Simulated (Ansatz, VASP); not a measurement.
# One calculation of Pt, two programs

INCAR

```
  ALGO = Normal
  EDIFF = 1E-6
  ENCUT = 520
  GGA = PE
  ISIF = 2
  ISMEAR = -1
  LASPH = T
  LCHARG = F
  LREAL = F
  LWAVE = F
  NBANDS = 11
  NELM = 100
  PREC = Accurate
  SIGMA = 0.02
```

File KPOINTS:

```
k-points
0
Gamma
  20 20 20
```

File POSCAR:

```
Pt
1.0
    0.0000000000      2.1536900000      1.9579000000
    2.1536900000      0.0000000000      1.9579000000
    2.1536900000      2.1536900000      0.0000000000
Pt
1
Direct
    0.0000000000      0.0000000000      0.0000000000
```

Input for Ansatz:

```yaml
crystal:
  lattice:
    - [0.0, 2.15369, 1.9579]
    - [2.15369, 0.0, 1.9579]
    - [2.15369, 2.15369, 0.0]
  atoms:
    - { symbol: Pt, position: [0.0, 0.0, 0.0] }
basis:
  ecutwfc: 420
kpoints:
  mp_grid: { grid: [20, 20, 20] }
hamiltonian:
  xc: pbe
scf:
  occupations: { method: fermi_dirac, width: 0.02 }
output:
  forces: true
  stress: true
  eigenvalues: true
```

Change from the starting cell: strain +0.1000 x Voigt [1, 1, 0, 0, 0, 0], atoms carried along.

Alike in both runs: task single point; functional PBE; k mesh 20 × 20 × 20; occupations fermi-dirac, width 0.02 eV; no spin polarisation.

```csv
,VASP,Ansatz
version,VASP 6.6.1,Ansatz 0.2.0
potentials or method,"VASP PAW PBE potentials, release 64 (Pt), cutoff 520 eV","scalar-relativistic, plane waves, PAW"
valence electrons in the cell,10,18
```

|  | VASP | Ansatz | Ansatz less VASP |
| --- | --- | --- | --- |
| gap on the k mesh at the Fermi level (eV) | none | none | - |
| pressure (GPa) | -24.4 | -24.1 | +0.26 |
| traceless stress, the component that is largest in VASP (GPa) | 1.50 | 1.51 | +0.004 |

A gap of «none» marks a metal or a gap that the smearing closes. VASP's potentials hold 10 valence electrons a cell and Ansatz's 18, so a difference there can come from the potentials and not from the codes.

Neither program's run includes spin-orbit coupling.
